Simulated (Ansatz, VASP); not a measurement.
One calculation of HfN, two programs

```
CELL_PARAMETERS angstrom
3.12554 0.00000 0.00000
-1.56277 2.70679 0.00000
0.00000 0.00000 5.39811
ATOMIC_POSITIONS crystal
Hf 0.66667 0.33333 0.75000
Hf 0.33333 0.66667 0.25000
N 0.00000 0.00000 0.00000
N 0.00000 0.00000 0.50000
```

Alike in both runs: functional PBEsol; k mesh 9 × 9 × 5; no spin polarisation.

Ansatz relaxed the structure, and its values are those at the end. VASP's run is a single point on that final structure, the one shown.

|  | VASP | Ansatz |
| --- | --- | --- |
| version | VASP 6.6.1 | Ansatz 0.2.0 |
| potentials or method | VASP PAW PBE potentials, release 64 (Hf_pv, N) | plane waves, PAW |
| plane-wave cutoff (eV) | 520 | 420 |
| occupations | fermi-dirac, width 0.1 eV | fermi-dirac |
| valence electrons in the cell | 30 | 62 |

|  | VASP | Ansatz | Ansatz less VASP |
| --- | --- | --- | --- |
| pressure (GPa) | -2.1 | 0.0 | +2.05 |

VASP's potentials were made for PBE, not for PBEsol. VASP's potentials hold 30 valence electrons a cell and Ansatz's 62, so a difference there can come from the potentials and not from the codes. Ansatz's warnings: stress scf threshold loose.

Neither program's run includes spin-orbit coupling.
